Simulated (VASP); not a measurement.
# Rh (Fm-3m) in VASP: further runs

Rh is run at these levels: r2SCAN; tasks: single point, relaxation of cell and atoms.

Everything below comes from runs of VASP 6.6.1. Logs are shortened: lines on timing, memory, paths and dates and some standing lists are left out, and cuts for length are marked.

### Step 1. The cell of the first run

Symmetry: Fm-3m, No. 225, cubic system. Conventional cell: a = 3.800 Å, b = 3.800 Å, c = 3.800 Å, α = 90.00°, β = 90.00°, γ = 90.00°. Within 3.5 Å of Rh (site symmetry m-3m) lie 12 Rh at 2.69 Å.

### Step 2. Single point, r2SCAN

File POSCAR:

```
Rh
1.0
    3.7999434070      0.0000000000      0.0000000000
    0.0000000000     -3.7999434070      0.0000000000
    0.0000000000      0.0000000000     -3.7999434070
Rh
4
Direct
    0.0000000000      0.5000000000      0.5000000000
    0.5000000000      0.0000000000      0.5000000000
    0.5000000000      0.5000000000      0.0000000000
    0.0000000000      0.0000000000      0.0000000000
```

File INCAR.step1:

```
SYSTEM = Rh
PREC = Accurate
ENCUT = 520
ISMEAR = 0
SIGMA = 0.1
LREAL = .FALSE.
LASPH = .TRUE.
NELM = 100
NBANDS = 38
GGA = PE
ALGO = Normal
EDIFF = 1E-4
LWAVE = .TRUE.
LCHARG = .FALSE.
```

File INCAR.step2:

```
SYSTEM = Rh
PREC = Accurate
ENCUT = 520
EDIFF = 1E-6
ISMEAR = 0
SIGMA = 0.1
LREAL = .FALSE.
LASPH = .TRUE.
NELM = 100
ALGO = Normal
ISIF = 2
LWAVE = .FALSE.
LCHARG = .FALSE.
METAGGA = R2SCAN
LMIXTAU = .TRUE.
NBANDS = 38
ISTART = 1
```

File KPOINTS:

```
Automatic mesh
0
G
  12 12 12
  0 0 0
```

Potentials or basis: VASP PAW PBE potentials, release 64 (Rh_pv).

On the command line:

```bash
> cat potpaw_PBE.64/Rh_pv/POTCAR > POTCAR
> cp INCAR.step1 INCAR
> mpirun -np 1 vasp_std > vasp.out
> cp INCAR.step2 INCAR
> mpirun -np 1 vasp_std > vasp.out
```

OUTCAR:

```text
SYSTEM = Rh
   PREC = Accurate
   ENCUT = 520
   EDIFF = 1E-6
   ISMEAR = 0
   LREAL = .FALSE.
   LASPH = .TRUE.
   NELM = 100
   ISIF = 2
   METAGGA = R2SCAN
   ISTART = 1

 ion  position               nearest neighbor table
   1  0.000  0.500  0.500-   2 2.69   3 2.69   4 2.69   3 2.69   4 2.69   2 2.69   4 2.69   4 2.69
                             2 2.69   3 2.69   3 2.69   2 2.69
   2  0.500  0.000  0.500-   1 2.69   3 2.69   4 2.69   3 2.69   4 2.69   1 2.69   3 2.69   3 2.69
                             1 2.69   4 2.69   4 2.69   1 2.69
   3  0.500  0.500  0.000-   1 2.69   2 2.69   4 2.69   1 2.69   2 2.69   2 2.69   4 2.69   2 2.69
                             1 2.69   4 2.69   1 2.69   4 2.69
   4  0.000  0.000  0.000-   1 2.69   2 2.69   3 2.69   1 2.69   2 2.69   1 2.69   3 2.69   1 2.69
                             2 2.69   3 2.69   2 2.69   3 2.69

  LATTYP: Found a simple cubic cell.
 ALAT       =     3.7999434070

  Lattice vectors:

 A1 = (   3.7999434070,   0.0000000000,   0.0000000000)
 A2 = (   0.0000000000,  -3.7999434070,   0.0000000000)
 A3 = (   0.0000000000,   0.0000000000,  -3.7999434070)

Analysis of symmetry for initial positions (statically):
=====================================================================
 Subroutine PRICEL returns following result:

  LATTYP: Found a face centered cubic cell.
 ALAT       =     3.7999434070

  Lattice vectors:

 A1 = (   1.8999717035,   1.8999717035,   0.0000000000)
 A2 = (   1.8999717035,   0.0000000000,  -1.8999717035)
 A3 = (   0.0000000000,   1.8999717035,  -1.8999717035)

   4 primitive cells build up your supercell.

 Routine SETGRP: Setting up the symmetry group for a
 simple cubic supercell.

 Subroutine GETGRP returns: Found 48 space group operations
 (whereof 48 operations were pure point group operations)
 out of a pool of 48 trial point group operations.

The static configuration has the point symmetry O_h .

Analysis of symmetry for dynamics (positions and initial velocities):
=====================================================================
 Subroutine PRICEL returns following result:

  LATTYP: Found a face centered cubic cell.
 ALAT       =     3.7999434070

  Lattice vectors:

 A1 = (   1.8999717035,   1.8999717035,   0.0000000000)
 A2 = (   1.8999717035,   0.0000000000,  -1.8999717035)
 A3 = (   0.0000000000,   1.8999717035,  -1.8999717035)

   4 primitive cells build up your supercell.

 Routine SETGRP: Setting up the symmetry group for a
 simple cubic supercell.

 Subroutine GETGRP returns: Found 48 space group operations
 (whereof 48 operations were pure point group operations)
 out of a pool of 48 trial point group operations.

The dynamic configuration has the point symmetry O_h .

 Subroutine INISYM returns: Found 48 space group operations
 (whereof 48 operations are pure point group operations),
 and found     4 'primitive' translations

----------------------------------------------------------------------------------------

                                     Primitive cell

  volume of cell :      13.7174

  direct lattice vectors                    reciprocal lattice vectors
     1.899971704  1.899971704  0.000000000     0.263161814  0.263161814  0.263161814
     1.899971704  0.000000000 -1.899971703     0.263161814 -0.263161814 -0.263161814
     0.000000000  1.899971704 -1.899971704    -0.263161814  0.263161814 -0.263161814

  length of vectors
     2.686965751  2.686965751  2.686965751     0.455809632  0.455809632  0.455809632

  position of ions in fractional coordinates (direct lattice)
     0.000000000  0.000000000  0.000000000

  ion indices of the primitive-cell ions
   primitive index   ion index
                 1           1

----------------------------------------------------------------------------------------

 KPOINTS: Automatic mesh

Automatic generation of k-mesh.
 Grid dimensions read from file:
 generate k-points for:   12   12   12

 Generating k-lattice:

  Cartesian coordinates                     Fractional coordinates (reciprocal lattice)
     0.021930151  0.000000000  0.000000000     0.083333333  0.000000000  0.000000000
     0.000000000 -0.021930151  0.000000000     0.000000000  0.083333333  0.000000000
     0.000000000  0.000000000 -0.021930151     0.000000000  0.000000000  0.083333333

  Length of vectors
     0.021930151  0.021930151  0.021930151

  Shift w.r.t. Gamma in fractional coordinates (k-lattice)
     0.000000000  0.000000000  0.000000000

 Subroutine IBZKPT returns following result:
 ===========================================

 Found     84 irreducible k-points:

 Following reciprocal coordinates:
            Coordinates               Weight
  0.000000  0.000000  0.000000      1.000000
  0.083333  0.000000  0.000000      6.000000
  0.166667  0.000000  0.000000      6.000000
  0.250000  0.000000  0.000000      6.000000
  0.333333  0.000000  0.000000      6.000000
  0.416667  0.000000  0.000000      6.000000
[... 16 lines left out ...]
  0.333333  0.333333  0.000000     12.000000
  0.416667  0.333333  0.000000     24.000000
 [... further k-points ...]
   k-points           NKPTS =     84   k-points in BZ     NKDIM =     84   number of bands    NBANDS=     38
   number of dos      NEDOS =    301   number of ions     NIONS =      4
   total plane-waves  NPLWV =  21952
   dimension x,y,z NGX =    28 NGY =   28 NGZ =   28
   dimension x,y,z NGXF=    56 NGYF=   56 NGZF=   56
   ions per type =               4
   NGX,Y,Z   is equivalent  to a cutoff of  12.25, 12.25, 12.25 a.u.
   NGXF,Y,Z  is equivalent  to a cutoff of  24.50, 24.50, 24.50 a.u.
 SYSTEM =  Rh
   PREC   = accura    normal or accurate (medium, high low for compatibility)
   ISTART =      1    job   : 0-new  1-cont  2-samecut
   ICHARG =      0    charge: 1-file 2-atom 10-const
   ISPIN  =      1    spin polarized calculation?
   LNONCOLLINEAR =      F non collinear calculations
   LSORBIT =      F    spin-orbit coupling
   LASPH  =      T    aspherical Exc in radial PAW
   ENCUT  =  520.0 eV  38.22 Ry    6.18 a.u.   7.07  7.07  7.07*2*pi/ulx,y,z
   NELM   =    100;   NELMIN=  2; NELMDL=  0     # of ELM steps
   EDIFF  = 0.1E-05   stopping-criterion for ELM
   LREAL  =      F    real-space projection
   EDIFFG = 0.1E-04   stopping-criterion for IOM
   NSW    =      0    number of steps for IOM
   IBRION =     -1    ionic relax: 0-MD 1-quasi-New 2-CG
   NFREE  =      0    steps in history (QN), initial steepest desc. (CG)
   ISIF   =      2    stress and relaxation
   ISYM   =      2    0-nonsym 1-usesym 2-fastsym
   POTIM  = 0.5000    time-step for ionic-motion
   TEBEG  =    0.0;   TEEND  =   0.0 temperature during run
   PSTRESS=    0.0 pullay stress
   NELECT =      60.0000    total number of electrons
   NUPDOWN=      -1.0000    fix difference up-down
   EMIN   =  10.00;   EMAX   =-10.00  energy-range for DOS
   EFERMI =   0.00;   METHOD = LEGACY
   ISMEAR =     0;   SIGMA  =   0.10  broadening in eV -4-tet -1-fermi 0-gaus
   EFERMI_NEDOS =   21; number of points for ismear=-14 and -15
   IALGO  =     38    algorithm
   IMIX   =      4    mixing-type and parameters
     AMIX     =   0.40;   BMIX     =  1.00
     AMIX_MAG =   1.60;   BMIX_MAG =  1.00
  volume/ion in A,a.u.               =      13.72        92.57
  Fermi-wavevector in a.u.,A,eV,Ry     =   1.686610  3.187232 38.703878  2.844655
  Thomas-Fermi vector in A             =   2.769244
   LORBIT       =      0    0 simple, 1 ext, 2 COOP (PROOUT), +10 PAW based schemes
   METAGGA = R2SCAN    functional components
   LHFCALC =     F    Hartree Fock is set to
   AEXX    =    0.0000 exact exchange contribution
   IVDW    =     0    specifies the selected vdW correction
   LEPSILON=     F    determine dielectric tensor
   LRPA    =     F    only Hartree local field effects (RPA)
 non-spin polarized calculation
 Gauss-broadening in eV      SIGMA  =   0.10
  energy-cutoff  :      520.00
  volume of cell :       54.87
 maximum number of plane-waves:      1498
   NGX = 15   NGY = 15   NGZ = 15

 number of electron      60.0000065 magnetization

 Free energy of the ion-electron system (eV)
  ---------------------------------------------------
  ext. energy  EPLUGINS =         0.00000000
  ---------------------------------------------------
  free energy    TOTEN  =       -96.56475429 eV

  energy without entropy =      -96.54448681  energy(sigma->0) =      -96.55462055

 E-fermi :  11.7803     XC(G=0): -15.2244

 val. band max:       11.7344182051   @ k =   0.3333   0.3333   0.0000
 cond. band min:      11.7839858393   @ k =   0.4167   0.3333   0.1667
 fundamental gap:      0.0495676342
 Fermi energy:        11.7803284097

 k-point     1 :       0.0000    0.0000    0.0000
  band No.  band energies     occupation
      1     -36.7683      2.00000
      2     -36.7683      2.00000
      3     -36.7683      2.00000
      4     -36.3120      2.00000
      5     -36.3120      2.00000
      6     -36.3120      2.00000
[... 30 lines left out ...]
     37      24.6773      0.00000
     38      24.6773      0.00000

 k-point     2 :       0.0833    0.0000    0.0000
  band No.  band energies     occupation
      1     -36.7607      2.00000
      2     -36.7607      2.00000
      3     -36.7564      2.00000
      4     -36.3200      2.00000
      5     -36.3200      2.00000
      6     -36.3125      2.00000
[... 30 lines left out ...]
     37      24.6077      0.00000
     38      24.6077      0.00000

 k-point     3 :       0.1667    0.0000    0.0000
  band No.  band energies     occupation
      1     -36.7384      2.00000
      2     -36.7384      2.00000
      3     -36.7216      2.00000
      4     -36.3433      2.00000
      5     -36.3433      2.00000
      6     -36.3141      2.00000
[... 30 lines left out ...]
     37      24.4108      0.00000
[... 781 lines left out ...]
 k-point    23 :       0.3333    0.3333    0.0000
  band No.  band energies     occupation
      1     -36.6141      2.00000
      2     -36.6141      2.00000
      3     -36.5584      2.00000
      4     -36.5540      2.00000
      5     -36.4164      2.00000
      6     -36.3460      2.00000
[... 30 lines left out ...]
     37      22.1709      0.00000
     38      24.4393      0.00000

 k-point    24 :       0.4167    0.3333    0.0000
  band No.  band energies     occupation
      1     -36.6130      2.00000
      2     -36.5855      2.00000
      3     -36.5796      2.00000
      4     -36.5043      2.00000
      5     -36.4784      2.00000
      6     -36.3966      2.00000
[... 30 lines left out ...]
     37      23.2798      0.00000
     38      24.5769      0.00000

 [... further k-points ...]

------------------------ aborting loop because EDIFF is reached ----------------------------------------

  FORCE on cell =-STRESS in cart. coord.  units (eV):
  Direction    XX          YY          ZZ          XY          YZ          ZX
  --------------------------------------------------------------------------------------
  -------------------------------------------------------------------------------------
  Total        0.3895268      0.3895268      0.3895268     -0.0000000      0.0000000      0.0000000
  in kB       11.3740876     11.3740876     11.3740876     -0.0000000      0.0000000      0.0000000
  external PRESSURE =      11.3740876 kB  Pullay stress =       0.0000000 kB

 VOLUME and BASIS-vectors are now :
 -----------------------------------------------------------------------------
  energy-cutoff  :      520.00
  volume of cell :       54.87
      direct lattice vectors                 reciprocal lattice vectors
     3.799943407  0.000000000  0.000000000     0.263161814  0.000000000  0.000000000
     0.000000000 -3.799943407  0.000000000     0.000000000 -0.263161814  0.000000000
     0.000000000  0.000000000 -3.799943407     0.000000000  0.000000000 -0.263161814

 POSITION                                       TOTAL-FORCE (eV/Angst)
 -----------------------------------------------------------------------------------
      0.00000     -1.89997     -1.89997         0.000000      0.000000      0.000000
      1.89997      0.00000     -1.89997         0.000000      0.000000     -0.000000
      1.89997     -1.89997      0.00000        -0.000000     -0.000000      0.000000
      0.00000      0.00000      0.00000         0.000000     -0.000000     -0.000000
 -----------------------------------------------------------------------------------
    total drift:                                0.000000     -0.000000     -0.000000

  FREE ENERGIE OF THE ION-ELECTRON SYSTEM (eV)
  ---------------------------------------------------
  free  energy   TOTEN  =       -96.5647542894 eV

  energy  without entropy=      -96.5444868098  energy(sigma->0) =      -96.55462055
```

Wall time 12 min (1 thread of Intel Xeon Platinum 8259CL at 2.50GHz (Skylake/Cascade Lake), shared host); peak memory 0.24 GiB.

What came out:

```
Free energy            : -96.5648 eV
Pressure               : 1.1 GPa
Band gap on the k mesh : zero (bands 30 and 31 overlap by 2.17 eV)
```

Caveat: the PAW data sets were made with another functional, which shifts forces and pressure a little.

### Step 3. Relaxation of cell and atoms, r2SCAN

POSCAR is that of step 2.

File INCAR.step1:

```
PREC = Accurate
ENCUT = 600
ISMEAR = 0
SIGMA = 0.1
LREAL = False
LASPH = True
NELM = 60
GGA = PE
ALGO = Normal
EDIFF = 1E-4
LWAVE = True
LCHARG = False
```

File INCAR.step2:

```
PREC = Accurate
ENCUT = 600
EDIFF = 1E-6
ISMEAR = 0
SIGMA = 0.1
LREAL = False
LASPH = True
NELM = 60
ALGO = Normal
ISIF = 3
LWAVE = False
LCHARG = False
METAGGA = R2SCAN
LMIXTAU = True
IBRION = 2
NSW = 80
EDIFFG = -0.015
ISTART = 1
```

File KPOINTS:

```
regular mesh
0
Gamma
  12 12 12
```

Potentials or basis: VASP PAW PBE potentials, release 64 (Rh_pv).

On the command line:

```bash
> cat potpaw_PBE.64/Rh_pv/POTCAR > POTCAR
> cp INCAR.step1 INCAR
> mpirun -np 1 vasp_std > vasp.out
> cp INCAR.step2 INCAR
> mpirun -np 1 vasp_std > vasp.out
```

OUTCAR:

```text
PREC = Accurate
   ENCUT = 600
   EDIFF = 1E-6
   ISMEAR = 0
   LREAL = False
   LASPH = True
   NELM = 60
   ISIF = 3
   METAGGA = R2SCAN
   IBRION = 2
   NSW = 80
   EDIFFG = -0.015
   ISTART = 1

 ion  position               nearest neighbor table
   1  0.000  0.500  0.500-   2 2.69   3 2.69   4 2.69   3 2.69   4 2.69   2 2.69   4 2.69   4 2.69
                             2 2.69   3 2.69   3 2.69   2 2.69
   2  0.500  0.000  0.500-   1 2.69   3 2.69   4 2.69   3 2.69   4 2.69   1 2.69   3 2.69   3 2.69
                             1 2.69   4 2.69   4 2.69   1 2.69
   3  0.500  0.500  0.000-   1 2.69   2 2.69   4 2.69   1 2.69   2 2.69   2 2.69   4 2.69   2 2.69
                             1 2.69   4 2.69   1 2.69   4 2.69
   4  0.000  0.000  0.000-   1 2.69   2 2.69   3 2.69   1 2.69   2 2.69   1 2.69   3 2.69   1 2.69
                             2 2.69   3 2.69   2 2.69   3 2.69

  LATTYP: Found a simple cubic cell.
 ALAT       =     3.7999434070

  Lattice vectors:

 A1 = (   3.7999434070,   0.0000000000,   0.0000000000)
 A2 = (   0.0000000000,  -3.7999434070,   0.0000000000)
 A3 = (   0.0000000000,   0.0000000000,  -3.7999434070)

Analysis of symmetry for initial positions (statically):
=====================================================================
 Subroutine PRICEL returns following result:

  LATTYP: Found a face centered cubic cell.
 ALAT       =     3.7999434070

[... 194 lines left out ...]
  Total        0.3636358      0.3636358      0.3636358      0.0000000     -0.0000000     -0.0000000
  in kB       10.6180769     10.6180769     10.6180769      0.0000000     -0.0000000     -0.0000000
  external PRESSURE =      10.6180769 kB  Pullay stress =       0.0000000 kB
[... 63 lines left out ...]
--------------------------------------- Ionic step        3  -------------------------------------------

 number of electron      60.0000002 magnetization

 Free energy of the ion-electron system (eV)
  ---------------------------------------------------
  ext. energy  EPLUGINS =         0.00000000
  ---------------------------------------------------
  free energy    TOTEN  =       -96.56198365 eV

  energy without entropy =      -96.54152121  energy(sigma->0) =      -96.55175243

 E-fermi :  11.7119     XC(G=0): -15.1965

 val. band max:       11.6667592512   @ k =   0.3333   0.3333   0.0000
 cond. band min:      11.7157797399   @ k =   0.4167   0.3333   0.1667
 fundamental gap:      0.0490204887
 Fermi energy:        11.7119026347

 k-point     1 :       0.0000    0.0000    0.0000
  band No.  band energies     occupation
      1     -36.8206      2.00000
      2     -36.8206      2.00000
      3     -36.8206      2.00000
      4     -36.3701      2.00000
      5     -36.3701      2.00000
      6     -36.3701      2.00000
[... 925 lines left out ...]
     35      16.0279      0.00000
     36      17.7677      0.00000

 [... further k-points ...]

------------------------ aborting loop because EDIFF is reached ----------------------------------------

  FORCE on cell =-STRESS in cart. coord.  units (eV):
  Direction    XX          YY          ZZ          XY          YZ          ZX
  --------------------------------------------------------------------------------------
  -------------------------------------------------------------------------------------
  Total        0.0067020      0.0067020      0.0067020     -0.0000000      0.0000000      0.0000000
  in kB        0.1949757      0.1949757      0.1949757     -0.0000000      0.0000000      0.0000000
  external PRESSURE =       0.1949757 kB  Pullay stress =       0.0000000 kB
[... 19 lines left out ...]
  FREE ENERGIE OF THE ION-ELECTRON SYSTEM (eV)
  ---------------------------------------------------
  free  energy   TOTEN  =       -96.5619836542 eV

  energy  without entropy=      -96.5415212141  energy(sigma->0) =      -96.55175243

 reached required accuracy - stopping structural energy minimisation
```

OSZICAR.step1:

```text
N       E                     dE             d eps       ncg     rms          rms(c)
DAV:   1     0.828291604918E+03    0.82829E+03   -0.40185E+04  6088   0.214E+03
DAV:   2    -0.716518240988E+00   -0.82901E+03   -0.81252E+03  6316   0.637E+02
DAV:   3    -0.306209983271E+02   -0.29904E+02   -0.28296E+02  6460   0.124E+02
DAV:   4    -0.310200969676E+02   -0.39910E+00   -0.39816E+00  6244   0.143E+01
DAV:   5    -0.310256320359E+02   -0.55351E-02   -0.55349E-02  6312   0.174E+00    0.204E+01
DAV:   6    -0.291068258748E+02    0.19188E+01   -0.64265E+00  6084   0.193E+01    0.713E+00
DAV:   7    -0.290378384513E+02    0.68987E-01   -0.17455E-01  6260   0.263E+00    0.317E+00
DAV:   8    -0.290256231826E+02    0.12215E-01   -0.19660E-02  6120   0.132E+00    0.528E-01
DAV:   9    -0.290247814390E+02    0.84174E-03   -0.88400E-04  6128   0.285E-01    0.244E-02
DAV:  10    -0.290247931271E+02   -0.11688E-04   -0.18735E-05  3064   0.376E-02
   1 F= -.29024793E+02 E0= -.29014303E+02  d E =-.209810E-01
```

Wall time 19 min (1 thread of Oxide Virtual Turin-like, shared host); peak memory 0.24 GiB.

Results:

```
Free energy                           : -96.5620 eV
Relaxed volume                        : 13.77 Å³/atom
Relaxed cell                          : a = 3.805 Å, b = 3.805 Å, c = 3.805 Å, α = 90.00°, β = 90.00°, γ = 90.00°
Space group after relaxing (to 0.1 Å) : Fm-3m (No. 225)
Energy gained by relaxing             : 0.2 meV/atom
Ionic steps                           : 3
Pressure after relaxing               : 0.0 GPa
Band gap on the k mesh                : zero (bands 30 and 31 overlap by 2.15 eV)
```

Step by step:
| step | energy change (eV) | largest force (eV/Å) | pressure (GPa) | volume (Å³) |
| --- | --- | --- | --- | --- |
| 1 | 0.0000 | 0.0000 | 1.06 | 54.87 |
| 2 | 0.0037 | 0.0000 | -2.62 | 55.59 |
| 3 | -0.0007 | 0.0000 | 0.02 | 55.07 |

Final structure:
```cif
data_structure
_symmetry_space_group_name_H-M 'P 1'
_symmetry_Int_Tables_number 1
_cell_length_a 3.8046
_cell_length_b 3.8046
_cell_length_c 3.8046
_cell_angle_alpha 90.000
_cell_angle_beta 90.000
_cell_angle_gamma 90.000
_cell_volume 55.07
loop_
_atom_site_label
_atom_site_type_symbol
_atom_site_fract_x
_atom_site_fract_y
_atom_site_fract_z
_atom_site_occupancy
Rh1 Rh 0.00000 0.50000 0.50000 1
Rh2 Rh 0.50000 0.00000 0.50000 1
Rh3 Rh 0.50000 0.50000 0.00000 1
Rh4 Rh 0.00000 0.00000 0.00000 1
```

Caveat: the PAW data sets were made with another functional, which shifts forces and pressure a little.
